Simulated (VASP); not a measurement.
Input of a VASP 6.6.1 run:

The input INCAR:

```
PREC = Accurate ; ENCUT = 520
EDIFF = 1E-6 ; ISMEAR = 0
SIGMA = 0.1 ; LREAL = Auto
LASPH = T ; NELM = 100
ALGO = Normal ; ISIF = 2
LWAVE = F ; LCHARG = F
LDIPOL = T ; IDIPOL = 3
DIPOL = 0.5 0.5 0.317 ; GGA = PE
NBANDS = 116
```

File KPOINTS:

```
Automatic mesh
0
Gamma
  5 5 1
```

POSCAR

```
Ti12C13
1.0
    6.1276785486      0.0000000000      0.0000000000
    0.0000000000      6.1276785486      0.0000000000
    0.0000000000      0.0000000000     19.8111521836
Ti C
12 13
Direct
    0.2500000000      0.2500000000      0.2019064799
    0.2500000000      0.7500000000      0.2019064799
    0.7500000000      0.2500000000      0.2019064799
    0.7500000000      0.7500000000      0.2019064799
    0.0000000000      0.0000000000      0.3089759294
    0.0000000000      0.5000000000      0.3089759294
    0.5000000000      0.0000000000      0.3089759294
    0.5000000000      0.5000000000      0.3089759294
    0.2500000000      0.2500000000      0.4140601451
    0.2500000000      0.7500000000      0.4140601451
    0.7500000000      0.2500000000      0.4140601451
    0.7500000000      0.7500000000      0.4140601451
    0.0000000000      0.0000000000      0.2019064799
    0.0000000000      0.5000000000      0.2019064799
    0.5000000000      0.0000000000      0.2019064799
    0.5000000000      0.5000000000      0.2019064799
    0.2500000000      0.2500000000      0.3083897447
    0.2500000000      0.7500000000      0.3083897447
    0.7500000000      0.2500000000      0.3083897447
    0.7500000000      0.7500000000      0.3083897447
    0.0000000000      0.0000000000      0.4195188703
    0.0000000000      0.5000000000      0.4195188703
    0.5000000000      0.0000000000      0.4195188703
    0.5000000000      0.5000000000      0.4195188703
    0.2500000000      0.2500000000      0.5142474549
```

Potentials or basis: VASP PAW PBE potentials, release 64 (Ti_sv, C).

Launch:

```console
$ cat potpaw_PBE.64/Ti_sv/POTCAR potpaw_PBE.64/C/POTCAR > POTCAR
$ mpirun -np 1 vasp_std > vasp.out
```

**Question.** Predict the band gap on the k mesh.

**Answer.** Zero (band 98 reaches 0.22 eV, above the bottom of band 99 at -0.06 eV).

**Question.** Estimate the largest force.

**Answer.** 1.036 eV/Å.

Forces on the atoms (eV/Å):
```
Ti   0.000  0.000  0.952
Ti   0.000  0.000  0.985
Ti   0.000  0.000  0.985
Ti   0.000  0.000  1.036
Ti   0.073  0.073  0.035
Ti   0.073 -0.073  0.035
Ti  -0.073  0.073  0.035
Ti  -0.073 -0.073  0.035
Ti   0.000  0.000 -0.104
Ti   0.000  0.000  0.347
Ti   0.000  0.000  0.347
Ti   0.000  0.000  0.164
C    0.004  0.004 -1.026
C    0.004 -0.004 -1.026
C   -0.004  0.004 -1.026
C   -0.004 -0.004 -1.026
C    0.000  0.000 -0.931
C    0.000  0.000  0.115
C    0.000  0.000  0.115
C    0.000  0.000  0.050
C   -0.236 -0.236 -0.030
C   -0.236  0.236 -0.030
C    0.236 -0.236 -0.030
C    0.236  0.236 -0.030
C    0.000  0.000  0.024
```
